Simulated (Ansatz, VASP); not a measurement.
This is a calculation of LiH for VASP 6.6.1.

The input INCAR:

```
  ALGO = Normal
  EDIFF = 1E-7
  EDIFFG = -0.01
  ENCUT = 600
  GGA = PS
  IBRION = 2
  ISIF = 3
  ISMEAR = -1
  IVDW = 12
  LASPH = T
  LCHARG = F
  LREAL = F
  LWAVE = F
  NELM = 80
  NSW = 60
  PREC = Accurate
  SIGMA = 0.05
```

Contents of KPOINTS:

```
k-points
0
Gamma
  11 11 11
```

The input POSCAR:

```
LiH
1.0
    0.0000000000      2.0367500000      2.0367500000
    2.0367500000      0.0000000000      2.0367500000
    2.0367500000      2.0367500000      0.0000000000
Li H
1 1
Direct
    0.0000000000      0.0000000000      0.0000000000
    0.5000000000      0.5000000000      0.5000000000
```

Potentials or basis: VASP PAW PBE potentials, release 64 (Li_sv, H).

Launch:

```sh
$ cat potpaw_PBE.64/Li_sv/POTCAR potpaw_PBE.64/H/POTCAR > POTCAR
$ mpirun -np 1 vasp_std > vasp.out
```

Problem. Set up the same calculation for Ansatz 0.2.0. Potentials there: Ansatz PAW.

Solution. As run (the cutoff follows the program's own potentials):

The input input.yaml:

```yaml
crystal:
  lattice:
    - [0.0, 2.03675, 2.03675]
    - [2.03675, 0.0, 2.03675]
    - [2.03675, 2.03675, 0.0]
  atoms:
    - { symbol: Li, position: [0.0, 0.0, 0.0] }
    - { symbol: H, position: [0.5, 0.5, 0.5] }
hamiltonian:
  xc: pbesol
  pseudopotentials: { kind: paw }
  dispersion: d3bj
kpoints:
  mp_grid: { grid: [11, 11, 11] }
scf:
  occupations: { method: fermi_dirac, width: 0.05 }
output:
  forces: true
  stress: true
  eigenvalues: true
relax:
  f_tol: 0.01
  max_steps: 40
  cell: { stress_tol: 0.05 }
```

Potentials or basis: Ansatz PAW.

The run is started by

```bash
$ ansatz run input.yaml --threads 1 --pin off --max-ram 3584MiB --backend cpu --events-out ev --progress --plain --runs-dir out
```

Both were run:

|  | VASP | Ansatz | Ansatz less VASP |
| --- | --- | --- | --- |
| gap on the k mesh at the Fermi level, each at its own relaxed structure (eV) | 2.87 | 2.87 | +0.004 |
| relaxed volume (Å³/atom) | 7.23 | 7.28 | +0.055 |
| relaxed cell length with the largest relative difference (Å) | 2.734 | 2.741 | +0.0070 |

VASP's potentials were made for PBE, not for PBEsol.

Noted on VASP's run: the cutoff is short for stress, so the pressure is rough. Noted on Ansatz's run: odd divisions of the mesh miss points on the zone boundary, where band edges often lie, so the gap on the mesh can be too wide; the plane-wave basis is chosen anew once the cell has moved, so the energies of steps on either side of that aren't comparable.
